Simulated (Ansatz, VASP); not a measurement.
# Ag: VASP beside Ansatz

```
Ag
1.0
     0.00000    3.16528    3.16528
     3.16528    0.00000    3.16528
     3.16528    3.16528    0.00000
Ag
2
Cartesian
  0.7913 0.7913 0.7913
  5.5392 5.5392 5.5392
```

Alike in both runs: functional revPBE; k mesh 10 × 10 × 10; occupations fermi-dirac, width 0.1 eV; no spin polarisation.

Ansatz relaxed the structure, and its values are those at the end. VASP's run is a single point on that final structure, the one shown.

|  | VASP | Ansatz |
| --- | --- | --- |
| version | VASP 6.6.1 | Ansatz 0.2.0 |
| potentials or method | VASP PAW PBE potentials, release 64 (Ag), cutoff 520 eV | plane waves (420 eV) with PAW, scalar-relativistic |
| valence electrons in the cell | 22 | 38 |

```csv
,VASP,Ansatz,Ansatz less VASP
pressure (GPa),0.0,0.0,+0.04
```

VASP's potentials were made for PBE, not for revPBE. The functional is the same, so the differences come from potentials, cutoffs and numerics. VASP's potentials hold 22 valence electrons a cell and Ansatz's 38, so a difference there can come from the potentials and not from the codes.
